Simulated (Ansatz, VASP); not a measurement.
One calculation of BN, two programs

INCAR

```
SYSTEM = BN
PREC = Accurate
ENCUT = 600
EDIFF = 1E-6
ISMEAR = 0
SIGMA = 0.05
LREAL = .FALSE.
LASPH = .TRUE.
NELM = 120
ALGO = Normal
ISIF = 2
LWAVE = .FALSE.
LCHARG = .TRUE.
LELF = .TRUE.
LVHAR = .TRUE.
NBANDS = 11
GGA_COMPAT = .FALSE.
```

Contents of KPOINTS:

```
regular mesh
0
G
  12 12 12
  0 0 0
```

POSCAR

```
BN
1.0
    0.0000000000      3.5938268421      2.0489685745
    1.2869077520      0.0000000000      2.0489685745
    1.2869077520      3.5938268421      0.0000000000
B N
1 1
Direct
    0.0000486500      0.0000486500      0.9999513500
    0.6666513400      0.6666513400      0.3333486600
```

Input for Ansatz:

```yaml
crystal:
  lattice:
    - [0.0, 3.5938268421, 2.0489685745]
    - [1.286907752, 0.0, 2.0489685745]
    - [1.286907752, 3.5938268421, 0.0]
  atoms:
    - { symbol: B, position: [4.865e-05, 4.865e-05, 0.99995135] }
    - { symbol: "N", position: [0.66665134, 0.66665134, 0.33334866] }
basis:
  ecutwfc: 420
kpoints:
  mp_grid: { grid: [12, 12, 12] }
hamiltonian:
  xc: lda
scf:
  occupations: { method: gaussian, width: 0.05 }
output:
  forces: true
  stress: true
  eigenvalues: true
```

Alike in both runs: task single point; functional LDA; k mesh 12 × 12 × 12; occupations gaussian, width 0.05 eV; no spin polarisation.

```csv
,VASP,Ansatz
version,VASP 6.6.1,Ansatz 0.2.0
potentials or method,"VASP PAW LDA potentials, release 64 (B, N), cutoff 600 eV","scalar-relativistic, plane waves, PAW"
valence electrons in the cell,8,8
```

|  | VASP | Ansatz | Ansatz less VASP |
| --- | --- | --- | --- |
| gap on the k mesh at the Fermi level (eV) | 4.02 | 4.04 | +0.018 |
| least direct gap on the mesh (eV) | 4.56 | 4.57 | +0.010 |
| pressure (GPa) | 7.3 | 7.0 | -0.27 |
| traceless stress, the component that is largest in VASP (GPa) | 35.62 | 35.35 | -0.267 |
| rms of the force components (eV/Å) | 0.902 | 0.903 | +0.0015 |

LDA's correlation is that of Perdew and Zunger in VASP and of Perdew and Wang (1992) in Ansatz. Atom by atom the forces differ by 0.001 eV/Å (rms over components).
